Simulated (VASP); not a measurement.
# Ge2Sb2Te5 (P-3m1) in VASP: single point with PBEsol

Aim: the single point of Ge2Sb2Te5 with PBEsol.

Everything below comes from runs of VASP 6.6.1. Logs are shortened: lines on timing, memory, paths and dates and some standing lists are left out, and cuts for length are marked.

### Step 1. The cell of the first run

It takes space group P-3m1 (No. 164, trigonal). The conventional cell has a = 4.202 Å, b = 4.202 Å, c = 17.118 Å, α = 90.00°, β = 90.00°, γ = 120.00°. Within 4.5 Å of Te (site symmetry -3m) lie 6 Sb at 3.14 Å and 12 Te at 4.20 to 4.46 Å. Te (site symmetry 3m) has 3 Sb at 2.99 Å and 3 Ge at 3.17 Å within 3.9 Å. Te (site symmetry 3m) has 3 Ge at 2.81 Å and 3 Te at 3.65 Å within 3.7 Å. Within 3.9 Å of Sb (site symmetry 3m) lie 6 Te at 2.99 to 3.14 Å. Ge (site symmetry 3m) has 6 Te at 2.81 to 3.17 Å within 3.7 Å.

### Step 2. Single point, PBEsol

File INCAR:

```
ALGO     = Normal         # electronic algorithm
EDIFF    = 1E-6           # SCF threshold, eV
ENCUT    = 520            # plane-wave cutoff, eV
GGA      = PS             # functional
ISIF     = 2              # what is computed and relaxed
ISMEAR   = 0              # smearing method
LASPH    = T              # aspherical terms in the spheres
LCHARG   = F              # write CHGCAR
LREAL    = F              # projectors in reciprocal space
LWAVE    = F              # write WAVECAR
NBANDS   = 44             # bands
NELM     = 80             # most SCF steps
PREC     = Accurate       # precision mode
SIGMA    = 0.03           # smearing width, eV
```

File KPOINTS:

```
k-points
0
Gamma
  10 10 2
```

File POSCAR:

```
Ge2Sb2Te5
1.0
    4.2018920850      0.0000002866      0.0000000000
   -2.1009462907      3.6389451463      0.0000000000
    0.0000000000      0.0000000000     17.1176325149
Te Sb Ge
5 2 2
Direct
    1.0000000000      1.0000000000      0.0000000000
    0.6666666667      0.3333333333      0.2187608327
    0.3333333333      0.6666666667      0.4203988362
    0.6666666667      0.3333333333      0.5796011638
    0.3333333333      0.6666666667      0.7812391673
    0.3333333333      0.6666666667      0.1166878627
    0.6666666667      0.3333333333      0.8833121373
    0.0000000000      1.0000000000      0.3378663167
    1.0000000000      0.0000000000      0.6621336833
```

Potentials or basis: VASP PAW PBE potentials, release 64 (Te, Sb, Ge_d).

The run is started by

```sh
> cat potpaw_PBE.64/Te/POTCAR potpaw_PBE.64/Sb/POTCAR potpaw_PBE.64/Ge_d/POTCAR > POTCAR
> mpirun -np 1 vasp_std > vasp.out
```

OUTCAR:

```text
EDIFF = 1E-6
   ENCUT = 520
   GGA = PS
   ISIF = 2
   ISMEAR = 0
   LASPH = T
   LREAL = F
   NELM = 80
   PREC = Accurate

 ion  position               nearest neighbor table
   1  0.000  0.000  0.000-   6 3.14   7 3.14   7 3.14   6 3.14   7 3.14   6 3.14
   2  0.667  0.333  0.219-   6 2.99   6 2.99   6 2.99   8 3.17   8 3.17   8 3.17
   3  0.333  0.667  0.420-   8 2.81   8 2.81   8 2.81   4 3.65   4 3.65   4 3.65
   4  0.667  0.333  0.580-   9 2.81   9 2.81   9 2.81   3 3.65   3 3.65   3 3.65
   5  0.333  0.667  0.781-   7 2.99   7 2.99   7 2.99   9 3.17   9 3.17   9 3.17
   6  0.333  0.667  0.117-   2 2.99   2 2.99   2 2.99   1 3.14   1 3.14   1 3.14
   7  0.667  0.333  0.883-   5 2.99   5 2.99   5 2.99   1 3.14   1 3.14   1 3.14
   8  0.000  0.000  0.338-   3 2.81   3 2.81   3 2.81   2 3.17   2 3.17   2 3.17
   9  0.000  0.000  0.662-   4 2.81   4 2.81   4 2.81   5 3.17   5 3.17   5 3.17

  LATTYP: Found a hexagonal cell.
 ALAT       =     4.2018920850
 C/A-ratio  =     4.0737915607

  Lattice vectors:

 A1 = (   4.2018920850,   0.0000002866,   0.0000000000)
 A2 = (  -2.1009462907,   3.6389451463,   0.0000000000)
 A3 = (   0.0000000000,   0.0000000000,  17.1176325149)

Analysis of symmetry for initial positions (statically):
=====================================================================
 Subroutine PRICEL returns:
 Original cell was already a primitive cell.

 Routine SETGRP: Setting up the symmetry group for a
 hexagonal supercell.

 Subroutine GETGRP returns: Found 12 space group operations
 (whereof 12 operations were pure point group operations)
 out of a pool of 24 trial point group operations.

The static configuration has the point symmetry D_3d.

Analysis of symmetry for dynamics (positions and initial velocities):
=====================================================================
 Subroutine PRICEL returns:
 Original cell was already a primitive cell.

 Routine SETGRP: Setting up the symmetry group for a
 hexagonal supercell.

 Subroutine GETGRP returns: Found 12 space group operations
 (whereof 12 operations were pure point group operations)
 out of a pool of 24 trial point group operations.

The dynamic configuration has the point symmetry D_3d.

 Subroutine INISYM returns: Found 12 space group operations
 (whereof 12 operations are pure point group operations),
 and found     1 'primitive' translations

----------------------------------------------------------------------------------------

                                     Primitive cell

  volume of cell :     261.7364

  direct lattice vectors                    reciprocal lattice vectors
     4.201892085  0.000000287  0.000000000     0.237988016  0.137402467  0.000000000
    -2.100946291  3.638945146  0.000000000    -0.000000019  0.274804901  0.000000000
     0.000000000  0.000000000 17.117632515     0.000000000  0.000000000  0.058419294

  length of vectors
     4.201892085  4.201892085 17.117632515     0.274804901  0.274804901  0.058419294

  position of ions in fractional coordinates (direct lattice)
     0.000000000  0.000000000  0.000000000
     0.666666667  0.333333333  0.218760833
     0.333333333  0.666666667  0.420398836
     0.666666667  0.333333333  0.579601164
     0.333333333  0.666666667  0.781239167
     0.333333333  0.666666667  0.116687863
     0.666666667  0.333333333  0.883312137
     0.000000000  0.000000000  0.337866317
     0.000000000  0.000000000  0.662133683

  ion indices of the primitive-cell ions
   primitive index   ion index
                 1           1
                 2           2
                 3           3
                 4           4
                 5           5
                 6           6
                 7           7
                 8           8
                 9           9

----------------------------------------------------------------------------------------

 KPOINTS: k-points

Automatic generation of k-mesh.
 Grid dimensions read from file:
 generate k-points for:   10   10    2

 Generating k-lattice:

  Cartesian coordinates                     Fractional coordinates (reciprocal lattice)
     0.023798802  0.013740247  0.000000000     0.100000000 -0.000000000  0.000000000
    -0.000000002  0.027480490  0.000000000     0.000000000  0.100000000  0.000000000
     0.000000000  0.000000000  0.029209647     0.000000000  0.000000000  0.500000000

  Length of vectors
     0.027480490  0.027480490  0.029209647

  Shift w.r.t. Gamma in fractional coordinates (k-lattice)
     0.000000000  0.000000000  0.000000000

 Subroutine IBZKPT returns following result:
 ===========================================

 Found     28 irreducible k-points:

 Following reciprocal coordinates:
            Coordinates               Weight
  0.000000  0.000000  0.000000      1.000000
  0.100000  0.000000  0.000000      6.000000
  0.200000  0.000000  0.000000      6.000000
  0.300000  0.000000  0.000000      6.000000
  0.400000  0.000000  0.000000      6.000000
  0.500000  0.000000  0.000000      3.000000
[... 16 lines left out ...]
  0.300000  0.100000  0.500000     12.000000
  0.400000  0.100000  0.500000     12.000000
 [... further k-points ...]
   k-points           NKPTS =     28   k-points in BZ     NKDIM =     28   number of bands    NBANDS=     44
   number of dos      NEDOS =    301   number of ions     NIONS =      9
   total plane-waves  NPLWV = 131072
   dimension x,y,z NGX =    32 NGY =   32 NGZ =  128
   dimension x,y,z NGXF=    64 NGYF=   64 NGZF=  256
   ions per type =               5   2   2
   NGX,Y,Z   is equivalent  to a cutoff of  12.66, 12.66, 12.43 a.u.
   NGXF,Y,Z  is equivalent  to a cutoff of  25.32, 25.32, 24.86 a.u.
 SYSTEM =  unknown system
   PREC   = accura    normal or accurate (medium, high low for compatibility)
   ISTART =      0    job   : 0-new  1-cont  2-samecut
   ICHARG =      2    charge: 1-file 2-atom 10-const
   ISPIN  =      1    spin polarized calculation?
   LNONCOLLINEAR =      F non collinear calculations
   LSORBIT =      F    spin-orbit coupling
   LASPH  =      T    aspherical Exc in radial PAW
   ENCUT  =  520.0 eV  38.22 Ry    6.18 a.u.   7.81  7.81 31.83*2*pi/ulx,y,z
   NELM   =     80;   NELMIN=  2; NELMDL= -5     # of ELM steps
   EDIFF  = 0.1E-05   stopping-criterion for ELM
   LREAL  =      F    real-space projection
   EDIFFG = 0.1E-04   stopping-criterion for IOM
   NSW    =      0    number of steps for IOM
   IBRION =     -1    ionic relax: 0-MD 1-quasi-New 2-CG
   NFREE  =      0    steps in history (QN), initial steepest desc. (CG)
   ISIF   =      2    stress and relaxation
   ISYM   =      2    0-nonsym 1-usesym 2-fastsym
   POTIM  = 0.5000    time-step for ionic-motion
   TEBEG  =    0.0;   TEEND  =   0.0 temperature during run
   PSTRESS=    0.0 pullay stress
   NELECT =      68.0000    total number of electrons
   NUPDOWN=      -1.0000    fix difference up-down
   EMIN   =  10.00;   EMAX   =-10.00  energy-range for DOS
   EFERMI =   0.00;   METHOD = LEGACY
   ISMEAR =     0;   SIGMA  =   0.03  broadening in eV -4-tet -1-fermi 0-gaus
   EFERMI_NEDOS =   21; number of points for ismear=-14 and -15
   IALGO  =     38    algorithm
   IMIX   =      4    mixing-type and parameters
     AMIX     =   0.40;   BMIX     =  1.00
     AMIX_MAG =   1.60;   BMIX_MAG =  1.00
  volume/ion in A,a.u.               =      29.08       196.25
  Fermi-wavevector in a.u.,A,eV,Ry     =   1.044615  1.974037 14.846968  1.091221
  Thomas-Fermi vector in A             =   2.179376
   LORBIT       =      0    0 simple, 1 ext, 2 COOP (PROOUT), +10 PAW based schemes
   GGA     = PS    functional components
   LHFCALC =     F    Hartree Fock is set to
   AEXX    =    0.0000 exact exchange contribution
   IVDW    =     0    specifies the selected vdW correction
   LEPSILON=     F    determine dielectric tensor
   LRPA    =     F    only Hartree local field effects (RPA)
 non-spin polarized calculation
 Gauss-broadening in eV      SIGMA  =   0.03
  energy-cutoff  :      520.00
  volume of cell :      261.74
 maximum number of plane-waves:      7082
 NGX is ok and might be reduce to    32
   NGX = 15   NGY = 15   NGZ = 63

 number of electron      68.0000040 magnetization

 Free energy of the ion-electron system (eV)
  ---------------------------------------------------
  ext. energy  EPLUGINS =         0.00000000
  ---------------------------------------------------
  free energy    TOTEN  =       -37.42833699 eV

  energy without entropy =      -37.42807164  energy(sigma->0) =      -37.42820431

 E-fermi :   6.6934     XC(G=0):  -9.7562

 val. band max:        6.6575411442   @ k =   0.1000   0.0000   0.0000
 cond. band min:       6.7205143274   @ k =   0.5000   0.0000   0.5000
 fundamental gap:      0.0629731832
 Fermi energy:         6.6933809352

 k-point     1 :       0.0000    0.0000    0.0000
  band No.  band energies     occupation
      1     -18.0773      2.00000
      2     -18.0773      2.00000
      3     -18.0773      2.00000
      4     -18.0773      2.00000
      5     -18.0645      2.00000
      6     -18.0645      2.00000
[... 36 lines left out ...]
     43       8.6153      0.00000
     44       8.9523      0.00000

 k-point     2 :       0.1000    0.0000    0.0000
  band No.  band energies     occupation
      1     -18.0775      2.00000
      2     -18.0775      2.00000
      3     -18.0770      2.00000
      4     -18.0770      2.00000
      5     -18.0647      2.00000
      6     -18.0647      2.00000
[... 36 lines left out ...]
     43       8.9354      0.00000
     44       9.1697      0.00000

 k-point     3 :       0.2000    0.0000    0.0000
  band No.  band energies     occupation
      1     -18.0782      2.00000
      2     -18.0782      2.00000
      3     -18.0763      2.00000
      4     -18.0763      2.00000
      5     -18.0651      2.00000
      6     -18.0650      2.00000
[... 36 lines left out ...]
     43       9.3744      0.00000
     44       9.7830      0.00000

 k-point     4 :       0.3000    0.0000    0.0000
  band No.  band energies     occupation
      1     -18.0790      2.00000
      2     -18.0790      2.00000
      3     -18.0755      2.00000
      4     -18.0755      2.00000
      5     -18.0655      2.00000
      6     -18.0655      2.00000
[... 882 lines left out ...]
     43       9.7426      0.00000
     44      10.0459      0.00000

 k-point    23 :       0.3000    0.1000    0.5000
  band No.  band energies     occupation
      1     -18.0793      2.00000
      2     -18.0793      2.00000
      3     -18.0753      2.00000
      4     -18.0753      2.00000
      5     -18.0656      2.00000
      6     -18.0656      2.00000
[... 36 lines left out ...]
     43       9.9206      0.00000
     44      10.2148      0.00000

 k-point    24 :       0.4000    0.1000    0.5000
  band No.  band energies     occupation
      1     -18.0797      2.00000
      2     -18.0797      2.00000
      3     -18.0750      2.00000
      4     -18.0750      2.00000
      5     -18.0658      2.00000
      6     -18.0658      2.00000
[... 36 lines left out ...]
     43      10.1832      0.00000
     44      10.2906      0.00000

 [... further k-points ...]

------------------------ aborting loop because EDIFF is reached ----------------------------------------

  FORCE on cell =-STRESS in cart. coord.  units (eV):
  Direction    XX          YY          ZZ          XY          YZ          ZX
  --------------------------------------------------------------------------------------
  -------------------------------------------------------------------------------------
  Total        0.2497017      0.2497017      0.2441169      0.0000000     -0.0000000      0.0000000
  in kB        1.5285091      1.5285091      1.4943227      0.0000000     -0.0000000      0.0000000
  external PRESSURE =       1.5171136 kB  Pullay stress =       0.0000000 kB

 VOLUME and BASIS-vectors are now :
 -----------------------------------------------------------------------------
  energy-cutoff  :      520.00
  volume of cell :      261.74
      direct lattice vectors                 reciprocal lattice vectors
     4.201892085  0.000000287  0.000000000     0.237988016  0.137402467  0.000000000
    -2.100946291  3.638945146  0.000000000    -0.000000019  0.274804901  0.000000000
     0.000000000  0.000000000 17.117632515     0.000000000  0.000000000  0.058419294

 POSITION                                       TOTAL-FORCE (eV/Angst)
 -----------------------------------------------------------------------------------
      0.00000      0.00000      0.00000         0.000000      0.000000     -0.000000
      2.10095      1.21298      3.74467        -0.000000      0.000000      0.028406
     -0.00000      2.42596      7.19623         0.000000     -0.000000      0.020156
      2.10095      1.21298      9.92140        -0.000000      0.000000     -0.020156
     -0.00000      2.42596     13.37296         0.000000     -0.000000     -0.028406
     -0.00000      2.42596      1.99742         0.000000     -0.000000     -0.022267
      2.10095      1.21298     15.12021         0.000000     -0.000000      0.022267
      0.00000      0.00000      5.78347         0.000000     -0.000000     -0.017322
      0.00000      0.00000     11.33416         0.000000      0.000000      0.017322
 -----------------------------------------------------------------------------------
    total drift:                                0.000000     -0.000000      0.000000

  FREE ENERGIE OF THE ION-ELECTRON SYSTEM (eV)
  ---------------------------------------------------
  free  energy   TOTEN  =       -37.4283369919 eV

  energy  without entropy=      -37.4280716353  energy(sigma->0) =      -37.42820431
```

Run time: 7.1 min. Hardware: 1 thread of Intel Xeon Platinum 8259CL at 2.50GHz (Skylake/Cascade Lake), shared host; peak memory 0.54 GiB.

What came out:

- Free energy: -37.4283 eV
- Pressure: 0.2 GPa
- Largest force: 0.028 eV/Å
- Band gap on the k mesh: 0.06 eV (least direct gap 0.12 eV)

Forces on the atoms (eV/Å):
```
Te   0.000  0.000  0.000
Te   0.000  0.000  0.028
Te   0.000  0.000  0.020
Te   0.000  0.000 -0.020
Te   0.000  0.000 -0.028
Sb   0.000  0.000 -0.022
Sb   0.000  0.000  0.022
Ge   0.000  0.000 -0.017
Ge   0.000  0.000  0.017
```

Levels at points of the mesh, in eV from the valence-band top:
```tsv
k point	band 32	band 33	band 34	band 35	band 36	band 37
(0.00, 0.00, 0.00)	-1.23	-0.94	-0.03	0.09	0.09	0.62
(0.50, 0.00, 0.00)	-1.83	-1.14	-1.05	0.30	0.65	0.68
(0.00, 0.00, 0.50)	-1.45	-0.86	-0.04	0.14	0.14	0.64
(0.50, 0.00, 0.50)	-1.99	-1.63	-0.41	0.06	0.48	1.07
```

Caveat: the PAW data sets were made with another functional, which shifts forces and pressure a little; spin-orbit coupling is left out, which moves the levels of the heavy elements. A k mesh can miss the band edges.
